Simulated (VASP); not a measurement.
# Pt (R-3m) in VASP: notebook

Pt is run at these levels: LDA; tasks: single point.

Everything below comes from runs of VASP 6.6.1. Logs are shortened: lines on timing, memory, paths and dates and some standing lists are left out, and cuts for length are marked.

### 1 The cell of the first run

It takes space group R-3m (No. 166, trigonal). Conventional cell: a = 3.690 Å, b = 3.690 Å, c = 4.097 Å, α = 90.00°, β = 90.00°, γ = 120.00°. Within 3.3 Å of Pt (site symmetry -3m) lie 6 Pt at 2.53 Å.

### 2 Single point, LDA (16.11 Å³/atom)

INCAR

```
ALGO = Fast ; EDIFF = 1E-7
ENCUT = 520 ; GGA = CA
ISIF = 2 ; ISMEAR = 0
LASPH = T ; LCHARG = F
LREAL = F ; LWAVE = F
NBANDS = 11 ; NELM = 60
PREC = Accurate ; SIGMA = 0.15
```

KPOINTS

```
k-points
0
Gamma
  22 22 22
```

POSCAR

```
Pt
1.0
   -0.9509831449      1.6582627256      1.6582627256
    1.6582627256     -0.9509831449      1.6582627256
    1.6582627256      1.6582627256     -0.9509831449
Pt
1
Direct
    0.0000000000      0.0000000000      0.0000000000
```

Potentials or basis: VASP PAW LDA potentials, release 64 (Pt).

On the command line:

```
cat potpaw_LDA.64/Pt/POTCAR > POTCAR
mpirun -np 1 vasp_std > vasp.out
```

OUTCAR:

```text
EDIFF = 1E-7
   ENCUT = 520
   GGA = CA
   ISIF = 2
   ISMEAR = 0
   LASPH = T
   LREAL = F
   NELM = 60
   PREC = Accurate

 ion  position               nearest neighbor table
   1  0.000  0.000  0.000-

  LATTYP: Found a trigonal (rhomboedric) cell.
 ALAT       =     2.5306203738
 COS(alpha) =    -0.0631046292

  Lattice vectors:

 A1 = (  -0.9509831449,   1.6582627256,   1.6582627256)
 A2 = (   1.6582627256,  -0.9509831449,   1.6582627256)
 A3 = (   1.6582627256,   1.6582627256,  -0.9509831449)

Analysis of symmetry for initial positions (statically):
=====================================================================
 Subroutine PRICEL returns:
 Original cell was already a primitive cell.

 Routine SETGRP: Setting up the symmetry group for a
 trigonal (rhombohedral) supercell.

 Subroutine GETGRP returns: Found 12 space group operations
 (whereof 12 operations were pure point group operations)
 out of a pool of 12 trial point group operations.

The static configuration has the point symmetry D_3d.

Analysis of symmetry for dynamics (positions and initial velocities):
=====================================================================
 Subroutine PRICEL returns:
 Original cell was already a primitive cell.

 Routine SETGRP: Setting up the symmetry group for a
 trigonal (rhombohedral) supercell.

 Subroutine GETGRP returns: Found 12 space group operations
 (whereof 12 operations were pure point group operations)
 out of a pool of 12 trial point group operations.

The dynamic configuration has the point symmetry D_3d.

 Subroutine INISYM returns: Found 12 space group operations
 (whereof 12 operations are pure point group operations),
 and found     1 'primitive' translations

----------------------------------------------------------------------------------------

                                     Primitive cell

  volume of cell :      16.1050

  direct lattice vectors                    reciprocal lattice vectors
    -0.950983145  1.658262726  1.658262726    -0.114589651  0.268662848  0.268662848
     1.658262726 -0.950983145  1.658262726     0.268662848 -0.114589651  0.268662848
     1.658262726  1.658262726 -0.950983145     0.268662848  0.268662848 -0.114589651

  length of vectors
     2.530620374  2.530620374  2.530620374     0.396850400  0.396850400  0.396850400

  position of ions in fractional coordinates (direct lattice)
     0.000000000  0.000000000  0.000000000

  ion indices of the primitive-cell ions
   primitive index   ion index
                 1           1

----------------------------------------------------------------------------------------

 KPOINTS: k-points

Automatic generation of k-mesh.
 Grid dimensions read from file:
 generate k-points for:   22   22   22

 Generating k-lattice:

  Cartesian coordinates                     Fractional coordinates (reciprocal lattice)
    -0.005208620  0.012211948  0.012211948     0.045454545  0.000000000  0.000000000
     0.012211948 -0.005208620  0.012211948     0.000000000  0.045454545  0.000000000
     0.012211948  0.012211948 -0.005208620     0.000000000  0.000000000  0.045454545

  Length of vectors
     0.018038655  0.018038655  0.018038655

  Shift w.r.t. Gamma in fractional coordinates (k-lattice)
     0.000000000  0.000000000  0.000000000

 Subroutine IBZKPT returns following result:
 ===========================================

 Found   1024 irreducible k-points:

 Following reciprocal coordinates:
            Coordinates               Weight
  0.000000  0.000000  0.000000      1.000000
  0.045455  0.000000  0.000000      6.000000
  0.090909  0.000000  0.000000      6.000000
  0.136364  0.000000  0.000000      6.000000
  0.181818  0.000000  0.000000      6.000000
  0.227273  0.000000  0.000000      6.000000
[... 16 lines left out ...]
  0.500000  0.045455  0.000000     12.000000
 -0.454545  0.045455  0.000000     12.000000
 [... further k-points ...]
   k-points           NKPTS =   1024   k-points in BZ     NKDIM =   1024   number of bands    NBANDS=     11
   number of dos      NEDOS =    301   number of ions     NIONS =      1
   total plane-waves  NPLWV =   8000
   dimension x,y,z NGX =    20 NGY =   20 NGZ =   20
   dimension x,y,z NGXF=    40 NGYF=   40 NGZF=   40
   ions per type =               1
   NGX,Y,Z   is equivalent  to a cutoff of  13.14, 13.14, 13.14 a.u.
   NGXF,Y,Z  is equivalent  to a cutoff of  26.28, 26.28, 26.28 a.u.
 SYSTEM =  unknown system
   PREC   = accura    normal or accurate (medium, high low for compatibility)
   ISTART =      0    job   : 0-new  1-cont  2-samecut
   ICHARG =      2    charge: 1-file 2-atom 10-const
   ISPIN  =      1    spin polarized calculation?
   LNONCOLLINEAR =      F non collinear calculations
   LSORBIT =      F    spin-orbit coupling
   LASPH  =      T    aspherical Exc in radial PAW
   ENCUT  =  520.0 eV  38.22 Ry    6.18 a.u.   4.71  4.71  4.71*2*pi/ulx,y,z
[... 33 lines left out ...]
 RMM-DIIS sequential band-by-band and
 Gauss-broadening in eV      SIGMA  =   0.15
  energy-cutoff  :      520.00
  volume of cell :       16.11
 maximum number of plane-waves:       446
   NGX =  9   NGY =  9   NGZ =  9

 number of electron      10.0000002 magnetization

 Free energy of the ion-electron system (eV)
  ---------------------------------------------------
  ext. energy  EPLUGINS =         0.00000000
  ---------------------------------------------------
  free energy    TOTEN  =        -6.92919931 eV

  energy without entropy =       -6.91571190  energy(sigma->0) =       -6.92245560

 E-fermi :   9.9479     XC(G=0): -13.1710

 val. band max:        9.9415745972   @ k =   0.4545   0.3182   0.3182
 cond. band min:       9.9493360000   @ k =  -0.2273   0.1364   0.0455
 fundamental gap:      0.0077614029
 Fermi energy:         9.9478612284

 k-point     1 :       0.0000    0.0000    0.0000
  band No.  band energies     occupation
      1       0.4556      2.00000
      2       3.3615      2.00000
      3       3.3615      2.00000
      4      10.2012      0.01690
      5      10.3667      0.00008
      6      10.3667      0.00008
      7      25.3584      0.00000
      8      25.3584      0.00000
      9      26.5617      0.00000
     10      32.3835      0.00000
     11      35.0931      0.00000

 k-point     2 :       0.0455    0.0000    0.0000
  band No.  band energies     occupation
      1       0.5218      2.00000
      2       3.3738      2.00000
      3       3.4217      2.00000
      4      10.1549      0.05091
      5      10.3035      0.00080
      6      10.3525      0.00014
      7      25.1203      0.00000
      8      25.4677      0.00000
      9      26.4729      0.00000
     10      32.7151      0.00000
     11      34.3745      0.00000

 k-point     3 :       0.0909    0.0000    0.0000
  band No.  band energies     occupation
      1       0.7126      2.00000
      2       3.4098      2.00000
      3       3.6050      2.00000
      4       9.9903      0.68927
      5      10.1237      0.09727
      6      10.3459      0.00017
      7      24.2287      0.00000
      8      25.7833      0.00000
      9      26.6525      0.00000
     10      33.1977      0.00000
     11      33.2810      0.00000

 k-point     4 :       0.1364    0.0000    0.0000
  band No.  band energies     occupation
      1       1.0064      2.00000
      2       3.4669      2.00000
      3       3.9194      2.00000
      4       9.7208      1.96771
      5       9.8533      1.62759
      6      10.3604      0.00010
      7      22.9525      0.00000
      8      26.2719      0.00000
      9      27.1788      0.00000
     10      31.9763      0.00000
     11      33.5986      0.00000
[... 239 lines left out ...]
 k-point    22 :       0.4545    0.0455    0.0000
  band No.  band energies     occupation
      1       3.2724      2.00000
      2       4.0199      2.00000
      3       7.5810      2.00000
      4       7.9197      2.00000
      5       9.1055      2.00000
      6      10.4997      0.00000
      7      15.3551      0.00000
      8      26.4420      0.00000
      9      29.4741      0.00000
     10      31.0980      0.00000
     11      33.2856      0.00000

 k-point    23 :       0.5000    0.0455    0.0000
  band No.  band energies     occupation
      1       3.3238      2.00000
      2       4.0366      2.00000
      3       7.4771      2.00000
      4       7.8949      2.00000
      5       9.3571      2.00000
      6      10.5069      0.00000
      7      15.1548      0.00000
      8      26.3965      0.00000
      9      29.5412      0.00000
     10      31.1246      0.00000
     11      33.2870      0.00000

 k-point    24 :      -0.4545    0.0455    0.0000
  band No.  band energies     occupation
      1       3.2727      2.00000
      2       4.0276      2.00000
      3       7.3989      2.00000
      4       7.9398      2.00000
      5       9.2090      2.00000
      6      10.5034      0.00000
      7      15.3987      0.00000
      8      26.5315      0.00000
      9      29.8762      0.00000
     10      30.9263      0.00000
     11      33.0477      0.00000

 [... further k-points ...]

------------------------ aborting loop because EDIFF is reached ----------------------------------------

  FORCE on cell =-STRESS in cart. coord.  units (eV):
  Direction    XX          YY          ZZ          XY          YZ          ZX
  --------------------------------------------------------------------------------------
  -------------------------------------------------------------------------------------
  Total        1.3614176      1.3614176      1.3614176      0.0204308      0.0204308      0.0204308
  in kB      135.4382081    135.4382081    135.4382081      2.0325234      2.0325234      2.0325234
  external PRESSURE =     135.4382081 kB  Pullay stress =       0.0000000 kB

 VOLUME and BASIS-vectors are now :
 -----------------------------------------------------------------------------
  energy-cutoff  :      520.00
  volume of cell :       16.11
      direct lattice vectors                 reciprocal lattice vectors
    -0.950983145  1.658262726  1.658262726    -0.114589651  0.268662848  0.268662848
     1.658262726 -0.950983145  1.658262726     0.268662848 -0.114589651  0.268662848
     1.658262726  1.658262726 -0.950983145     0.268662848  0.268662848 -0.114589651

 POSITION                                       TOTAL-FORCE (eV/Angst)
 -----------------------------------------------------------------------------------
      0.00000      0.00000      0.00000         0.000000     -0.000000      0.000000
 -----------------------------------------------------------------------------------
    total drift:                                0.000000      0.000000      0.000000

  FREE ENERGIE OF THE ION-ELECTRON SYSTEM (eV)
  ---------------------------------------------------
  free  energy   TOTEN  =        -6.9291993078 eV

  energy  without entropy=       -6.9157118999  energy(sigma->0) =       -6.92245560
```

Run time: 61 s. Hardware: 1 thread of Intel Xeon 6975P-C (Granite Rapids), shared host; peak memory 0.28 GiB.

What came out:

```yaml
Free_energy: -6.9292 eV
Pressure: 13.5 GPa
Band_gap_on_the_k_mesh: zero (bands 5 and 6 overlap by 3.68 eV)
```

Stress tensor (GPa, compression positive):
```
13.54  0.20  0.20
 0.20 13.54  0.20
 0.20  0.20 13.54
```

Caveat: the cell stands under pressure; spin-orbit coupling is left out, which moves the levels of the heavy elements.

### 3 Single point, LDA (16.11 Å³/atom)

INCAR

```
SYSTEM = Pt
  PREC = Accurate
  ENCUT = 520
  EDIFF = 1E-7
  ISMEAR = 0
  SIGMA = 0.15
  LREAL = .False.
  LASPH = .True.
  NELM = 100
  ALGO = Fast
  ISIF = 2
  LWAVE = .False.
  LCHARG = .False.
  GGA = CA
  NBANDS = 11
```

KPOINTS

```
regular mesh
0
Gamma
  22 22 22
  0 0 0
```

POSCAR

```
Pt
1.0
   -2.2299444746      1.6499067209      1.6499067209
    1.6499067209     -2.2299444746      1.6499067209
    1.6499067209      1.6499067209     -2.2299444746
Pt
1
Direct
    0.0000000000      0.0000000000      0.0000000000
```

Potentials or basis: VASP PAW LDA potentials, release 64 (Pt).

On the command line:

```
cat potpaw_LDA.64/Pt/POTCAR > POTCAR
mpirun -np 1 vasp_std > vasp.out
```

It took 68 s on 1 thread of Intel Xeon 6975P-C (Granite Rapids), shared host; peak memory 0.29 GiB.

It converged, with:

```yaml
Free_energy: -0.6447 eV
Pressure: 155.3 GPa
Band_gap_on_the_k_mesh: zero (bands 5 and 6 overlap by 7.49 eV)
```

Stress tensor (GPa, compression positive):
```
155.34 153.49 153.49
153.49 155.34 153.49
153.49 153.49 155.34
```

Levels at points of the mesh, in eV from the Fermi level:
```tsv
k point	band 3	band 4	band 5	band 6	band 7	band 8
(0.00, 0.00, 0.00)	-5.79	-5.79	3.09	3.09	10.65	12.42
(0.50, 0.00, 0.00)	-2.10	-1.64	0.09	4.98	12.58	15.69
(0.50, 0.50, 0.00)	-3.70	-2.39	-1.00	3.12	3.21	7.04
(0.50, 0.50, 0.50)	-1.46	-1.46	1.97	9.50	9.50	11.46
```

Caveat: atoms lie so close that the PAW spheres overlap strongly, which falsifies energies and pressures; the cell stands under pressure; spin-orbit coupling is left out, which moves the levels of the heavy elements.

### 4 Single point, LDA (16.70 Å³/atom)

This run uses another cell than the first one, of 16.70 Å³/atom.

INCAR

```
SYSTEM = Pt
PREC = Accurate
ENCUT = 520
EDIFF = 1E-6
ISMEAR = 0
SIGMA = 0.15
LREAL = .FALSE.
LASPH = .TRUE.
NELM = 60
ALGO = Fast
ISIF = 2
LWAVE = .FALSE.
LCHARG = .FALSE.
NBANDS = 11
```

KPOINTS

```
Automatic mesh
0
G
  22 22 22
  0 0 0
```

POSCAR

```
Pt
1.0
   -0.7370520817      1.7350327136      1.7350327136
    1.7350327136     -0.7370520817      1.7350327136
    1.7350327136      1.7350327136     -0.7370520817
Pt
1
Direct
    0.0000000000      0.0000000000      0.0000000000
```

On the command line:

```
cat potpaw_LDA.64/Pt/POTCAR > POTCAR
mpirun -np 1 vasp_std > vasp.out
```

It took 57 s on 1 thread of Intel Xeon 6975P-C (Granite Rapids), shared host; peak memory 0.28 GiB.

It converged, with:

```
Free energy            : -6.9591 eV
Pressure               : 3.4 GPa
Band gap on the k mesh : zero (bands 5 and 6 overlap by 3.85 eV)
```

Stress tensor (GPa, compression positive):
```
 3.42 -0.67 -0.67
-0.67  3.42 -0.67
-0.67 -0.67  3.42
```

Levels at points of the mesh, in eV from the Fermi level:
| k point | band 1 | band 2 | band 3 | band 4 | band 5 | band 6 | band 7 | band 8 | band 9 | band 10 |
| --- | --- | --- | --- | --- | --- | --- | --- | --- | --- | --- |
| (0.00, 0.00, 0.00) | -9.13 | -6.24 | -6.24 | 0.30 | 0.30 | 0.39 | 14.98 | 15.92 | 15.92 | 22.00 |
| (0.50, 0.00, 0.00) | -6.41 | -5.65 | -2.04 | -1.85 | -0.81 | 0.55 | 4.94 | 16.48 | 19.11 | 21.47 |
| (0.50, 0.50, 0.00) | -6.48 | -5.20 | -1.61 | -1.43 | 2.15 | 3.79 | 5.28 | 10.26 | 14.31 | 20.30 |
| (0.50, 0.50, 0.50) | -5.78 | -5.14 | -5.14 | 2.28 | 2.28 | 8.17 | 10.42 | 11.37 | 11.37 | 16.54 |

Caveat: the cell stands under pressure; spin-orbit coupling is left out, which moves the levels of the heavy elements.

### 5 Single point, LDA (16.70 Å³/atom)

This run uses another cell than the first one, of 16.70 Å³/atom.

INCAR

```
ALGO = Fast
EDIFF = 1E-7
ENCUT = 520
ISIF = 2
ISMEAR = 0
LASPH = True
LCHARG = False
LREAL = False
LWAVE = False
NBANDS = 11
NELM = 80
PREC = Accurate
SIGMA = 0.15
```

KPOINTS

```
k-points
0
Gamma
  22 22 22
```

POSCAR

```
Pt
1.0
   -2.0386165356      1.6373261282      1.6373261282
    1.6373261282     -2.0386165356      1.6373261282
    1.6373261282      1.6373261282     -2.0386165356
Pt
1
Direct
    0.0000000000      0.0000000000      0.0000000000
```

On the command line:

```
cat potpaw_LDA.64/Pt/POTCAR > POTCAR
mpirun -np 1 vasp_std > vasp.out
```

Wall time 65 s (1 thread of Intel Xeon 6975P-C (Granite Rapids), shared host); peak memory 0.29 GiB.

Results (log left out):

```
Free energy            : -5.2674 eV
Pressure               : 42.9 GPa
Band gap on the k mesh : zero (bands 5 and 6 overlap by 4.70 eV)
```

Stress tensor (GPa, compression positive):
```
42.90 63.09 63.09
63.09 42.90 63.09
63.09 63.09 42.90
```

Levels at points of the mesh, in eV from the Fermi level:
| k point | band 2 | band 3 | band 4 | band 5 | band 6 | band 7 | band 8 | band 9 |
| --- | --- | --- | --- | --- | --- | --- | --- | --- |
| (0.00, 0.00, 0.00) | -8.24 | -4.03 | -4.03 | 0.67 | 0.67 | 12.56 | 14.55 | 14.55 |
| (0.50, 0.00, 0.00) | -6.60 | -2.30 | -1.91 | 0.13 | 2.72 | 11.85 | 12.12 | 14.87 |
| (0.50, 0.50, 0.00) | -6.36 | -1.59 | -1.52 | 0.73 | 1.01 | 1.58 | 8.94 | 18.37 |
| (0.50, 0.50, 0.50) | -7.76 | -1.27 | -1.27 | 1.75 | 8.11 | 8.11 | 8.81 | 16.56 |

Caveat: the cell stands under pressure; spin-orbit coupling is left out, which moves the levels of the heavy elements.

### 6 Single point, LDA (16.70 Å³/atom)

This run uses another cell than the first one, of 16.70 Å³/atom.

INCAR

```
SYSTEM = Pt
ALGO     = Fast           ! electronic algorithm
EDIFF    = 1E-7           ! SCF threshold, eV
ENCUT    = 520            ! plane-wave cutoff, eV
GGA      = CA             ! functional
ISIF     = 2              ! what is computed and relaxed
ISMEAR   = 0              ! smearing method
LASPH    = .True.         ! aspherical terms in the spheres
LCHARG   = .False.        ! write CHGCAR
LREAL    = .False.        ! projectors in reciprocal space
LWAVE    = .False.        ! write WAVECAR
NBANDS   = 11             ! bands
NELM     = 100            ! most SCF steps
PREC     = Accurate       ! precision mode
SIGMA    = 0.15           ! smearing width, eV
```

KPOINTS

```
k-points
0
Gamma
  22 22 22
  0 0 0
```

POSCAR

```
Pt
1.0
   -1.1817811914      1.6398213348      1.6398213348
    1.6398213348     -1.1817811914      1.6398213348
    1.6398213348      1.6398213348     -1.1817811914
Pt
1
Direct
    0.0000000000      0.0000000000      0.0000000000
```

Potentials or basis: VASP PAW LDA potentials, release 64 (Pt).

On the command line:

```
cat potpaw_LDA.64/Pt/POTCAR > POTCAR
mpirun -np 1 vasp_std > vasp.out
```

Wall time 63 s (1 thread of Intel Xeon 6975P-C (Granite Rapids), shared host); peak memory 0.28 GiB.

The run converged. Its results:

- Free energy: -6.9578 eV
- Pressure: -3.1 GPa
- Band gap on the k mesh: zero (bands 5 and 6 overlap by 2.77 eV)

Stress tensor (GPa, compression positive):
```
-3.13 -1.18 -1.18
-1.18 -3.13 -1.18
-1.18 -1.18 -3.13
```

Levels at points of the mesh, in eV from the Fermi level:
```
           k point  band 1  band 2  band 3  band 4  band 5  band 6  band 7  band 8  band 9  band 10
(0.00, 0.00, 0.00)   -8.97   -5.41   -5.41   -0.37    0.16    0.16   15.22   15.22   18.90    22.43
(0.50, 0.00, 0.00)   -6.33   -5.29   -1.18   -1.00   -0.52    0.28    5.10   15.63   18.17    22.25
(0.50, 0.50, 0.00)   -6.08   -5.01   -1.42   -0.85    2.00    2.57    7.60    9.04   16.94    19.13
(0.50, 0.50, 0.50)   -5.60   -5.60   -3.13    1.99    1.99    8.56    8.56    8.63   14.94    17.82
```

Caveat: the cell stands under tension; spin-orbit coupling is left out, which moves the levels of the heavy elements.

### 7 Overview

```csv
cell,further INCAR settings,gap on the mesh (eV),pressure (GPa)
"a = 2.531 Å, angles 93.6°, 1 atom",ALGO = Fast; EDIFF = 1e-07; NBANDS = 11,none,13.5
"a = 3.228 Å, angles 116.4°, 1 atom",ALGO = Fast; EDIFF = 1e-07; NBANDS = 11,none,155.3
"a = 2.562 Å, angles 86.0°, 1 atom",ALGO = Fast; EDIFF = 1e-06; NBANDS = 11,none,3.4
"a = 3.085 Å, angles 114.8°, 1 atom",ALGO = Fast; EDIFF = 1e-07; NBANDS = 11,none,42.9
"a = 2.603 Å, angles 100.1°, 1 atom",ALGO = Fast; EDIFF = 1e-07; NBANDS = 11,none,-3.1
```

Alike in all rows: task single point; level LDA; potentials or basis VASP PAW LDA potentials, release 64 (Pt); no spin polarisation; k mesh 22 × 22 × 22; cutoff (eV) 520; smearing gaussian 0.15 eV.

Caveats: spin-orbit coupling is left out, which moves the levels of the heavy elements; the cell stands under pressure (at least some runs); atoms lie so close that the PAW spheres overlap strongly, which falsifies energies and pressures (at least some runs); the cell stands under tension (at least some runs).

Total energies depend on the potentials used, so only differences within one code and one set of settings carry meaning.
